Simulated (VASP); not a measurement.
CsPbCl3: relaxation of cell and atoms with PBEsol

CsPbCl3:

```
CELL_PARAMETERS angstrom
5.74026 0.00000 0.00000
0.00000 5.74026 0.00000
0.00000 0.00000 5.74026
ATOMIC_POSITIONS crystal
Cs 0.00000 0.00000 0.00000
Pb 0.50000 0.50000 0.50000
Cl 0.50000 0.50000 0.00000
Cl 0.00000 0.50000 0.50000
Cl 0.50000 0.00000 0.50000
```

```json
{"Program": "VASP 6.6.1", "Task": "relaxation of cell and atoms", "Functional": "PBEsol", "Potentials or basis": "VASP PAW PBE potentials, release 64 (Cs_sv, Pb_d, Cl)", "Cutoff": "600 eV", "k mesh": "4 × 4 × 4", "Occupations": "fermi-dirac, width 0.02 eV", "Spin": "no spin polarisation", "Dipole correction": "no", "Further INCAR settings": "ALGO = Normal; EDIFF = 1e-07; IBRION = 2; EDIFFG = -0.005; NSW = 80; ISIF = 3"}
```

```json
{"Relaxed volume": "35.63 Å³/atom", "Relaxed cell": "a = 5.627 Å, b = 5.627 Å, c = 5.627 Å, α = 90.00°, β = 90.00°, γ = 90.00°", "Space group after relaxing (to 0.1 Å)": "Pm-3m (No. 221)", "Energy gained by relaxing": "9.6 meV/atom", "Ionic steps": "3", "Pressure after relaxing": "0.0 GPa", "Band gap on the k mesh": "1.85 eV"}
```

The path:
| step | energy change (eV) | largest force (eV/Å) | pressure (GPa) | volume (Å³) |
| --- | --- | --- | --- | --- |
| 1 | 0.0000 | 0.0000 | -1.32 | 189.15 |
| 2 | -0.0450 | 0.0000 | -0.36 | 180.77 |
| 3 | -0.0481 | 0.0000 | -0.01 | 178.17 |

Final structure:
```xyz
5
Lattice="5.6270 0.0000 0.0000 0.0000 5.6270 0.0000 0.0000 0.0000 5.6270" Properties=species:S:1:pos:R:3 pbc="T T T"
Cs    0.0000    0.0000    0.0000
Pb    2.8135    2.8135    2.8135
Cl    2.8135    2.8135    0.0000
Cl    0.0000    2.8135    2.8135
Cl    2.8135    0.0000    2.8135
```

Levels at points of the mesh, in eV from the valence-band top:
```csv
k point,band 18,band 19,band 20,band 21,band 22,band 23,band 24,band 25,band 26
"(0.00, 0.00, 0.00)",-2.54,-2.54,-2.44,-2.44,-2.44,3.27,4.29,4.29,5.18
"(0.50, 0.00, 0.00)",-2.65,-2.65,-2.55,-2.55,-1.65,2.94,4.65,5.26,5.26
"(0.50, 0.50, 0.00)",-2.73,-2.73,-2.68,-2.13,-0.80,2.44,2.44,4.86,5.37
"(0.50, 0.50, 0.50)",-2.67,-2.12,-2.12,-2.12,0.00,1.85,1.85,1.85,5.05
```

Wall time 75 s on 1 thread of Intel(R) Xeon(R) 6975P-C (Granite Rapids), on a shared host, peak memory 0.36 GiB.

Caveat: the PAW data sets were made with another functional, which shifts forces and pressure a little; spin-orbit coupling is left out, which moves the levels of the heavy elements. PBEsol gaps usually lie below the measured ones, often by a third to a half.
